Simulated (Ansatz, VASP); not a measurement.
**One calculation of AlRh, two programs**

Contents of INCAR:

```
PREC = Accurate ; ENCUT = 520
EDIFF = 1E-6 ; ISMEAR = 0
SIGMA = 0.15 ; LREAL = F
LASPH = T ; NELM = 60
ALGO = Fast ; ISIF = 2
LWAVE = F ; LCHARG = F
NBANDS = 16
```

Contents of KPOINTS:

```
regular mesh
0
Gamma
  16 16 16
```

The input POSCAR:

```
AlRh
1.0
    2.9773224700      0.0000000000      0.0000000000
    0.0000000000      2.8880027959      0.0000000000
    0.0000000000      0.0000000000      2.9773224700
Al Rh
1 1
Direct
    0.0000000000      0.0000000000      0.0000000000
    0.5000000000      0.5000000000      0.5000000000
```

Input for Ansatz:

```yaml
crystal:
  lattice:
    - [2.97732247, 0.0, 0.0]
    - [0.0, 2.8880027959, 0.0]
    - [0.0, 0.0, 2.97732247]
  atoms:
    - { symbol: Al, position: [0.0, 0.0, 0.0] }
    - { symbol: Rh, position: [0.5, 0.5, 0.5] }
basis:
  ecutwfc: 420
kpoints:
  mp_grid: { grid: [16, 16, 16] }
hamiltonian:
  xc: lda
scf:
  occupations: { method: gaussian, width: 0.15 }
output:
  forces: true
  stress: true
  eigenvalues: true
```

Change from the starting cell: strain -0.0300 x Voigt [0, 1, 0, 0, 0, 0], atoms carried along.

Alike in both runs: task single point; functional LDA; k mesh 16 × 16 × 16; occupations gaussian, width 0.15 eV; no spin polarisation.

|  | VASP | Ansatz |
| --- | --- | --- |
| version | VASP 6.6.1 | Ansatz 0.2.0 |
| potentials or method | VASP PAW LDA potentials, release 64 (Al, Rh_pv), cutoff 520 eV | scalar-relativistic, plane waves, PAW |
| valence electrons in the cell | 18 | 20 |

```csv
,VASP,Ansatz,Ansatz less VASP
gap on the k mesh at the Fermi level (eV),none,none,-
pressure (GPa),1.1,0.5,-0.61
"traceless stress, the component that is largest in VASP (GPa)",4.64,4.60,-0.038
```

LDA's correlation is that of Perdew and Zunger in VASP and of Perdew and Wang (1992) in Ansatz. A gap of «none» marks a metal or a gap that the smearing closes. VASP's potentials hold 18 valence electrons a cell and Ansatz's 20, so a difference there can come from the potentials and not from the codes.
